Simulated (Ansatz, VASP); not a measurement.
## One calculation of PbO, two programs

Contents of INCAR:

```
PREC = Accurate ; ENCUT = 520
EDIFF = 1E-7 ; ISMEAR = 0
SIGMA = 0.02 ; LREAL = F
LASPH = T ; NELM = 60
ALGO = Normal ; ISIF = 2
LWAVE = F ; LCHARG = T
LDIPOL = T ; IDIPOL = 3
DIPOL = 0.5 0.5 0.500 ; GGA = PE
IVDW = 12 ; LELF = T
LVHAR = T ; LVACPOTAV = T
NBANDS = 28
```

KPOINTS

```
regular mesh
0
Gamma
  6 6 1
```

POSCAR

```
PbO
1.0
    3.7980000000      0.0000000000      0.0000000000
    0.0000000000      3.7980000000      0.0000000000
    0.0000000000      0.0000000000     30.7493267952
Pb O
2 2
Direct
    0.5000000000      0.0000000000      0.4566657180
    0.0000000000      0.5000000000      0.5433342820
    0.0000000000      0.0000000000      0.5000000000
    0.5000000000      0.5000000000      0.5000000000
```

Input for Ansatz:

```yaml
crystal:
  lattice:
    - [3.798, 0.0, 0.0]
    - [0.0, 3.798, 0.0]
    - [0.0, 0.0, 30.7493267952]
  atoms:
    - { symbol: Pb, position: [0.5, 0.0, 0.456665718] }
    - { symbol: O, position: [0.0, 0.0, 0.5] }
    - { symbol: O, position: [0.5, 0.5, 0.5] }
    - { symbol: Pb, position: [0.0, 0.5, 0.543334282] }
  periodic: [true, true, false]
basis:
  ecutwfc: 420
kpoints:
  mp_grid: { grid: [6, 6, 1] }
hamiltonian:
  xc: pbe
  dispersion: d3bj
scf:
  occupations: { method: gaussian, width: 0.02 }
output:
  forces: true
  stress: true
  eigenvalues: true
```

Alike in both runs: task single point; functional PBE; dispersion D3(BJ); k mesh 6 × 6 × 1; occupations gaussian, width 0.02 eV; no spin polarisation.

|  | VASP | Ansatz |
| --- | --- | --- |
| version | VASP 6.6.1 | Ansatz 0.2.0 |
| potentials or method | VASP PAW PBE potentials, release 64 (Pb_d, O), cutoff 520 eV | scalar-relativistic, plane waves, PAW |
| valence electrons in the cell | 40 | 40 |

VASP gave:

```
gap on the k mesh at the Fermi level (eV) : 2.71
least direct gap on the mesh (eV)         : 2.82
rms of the force components (eV/Å)        : 0.353
```

Which values does Ansatz return?

gap on the k mesh at the Fermi level (eV): 2.72; least direct gap on the mesh (eV): 2.82; rms of the force components (eV/Å): 0.369.

Spin-orbit coupling is off throughout.
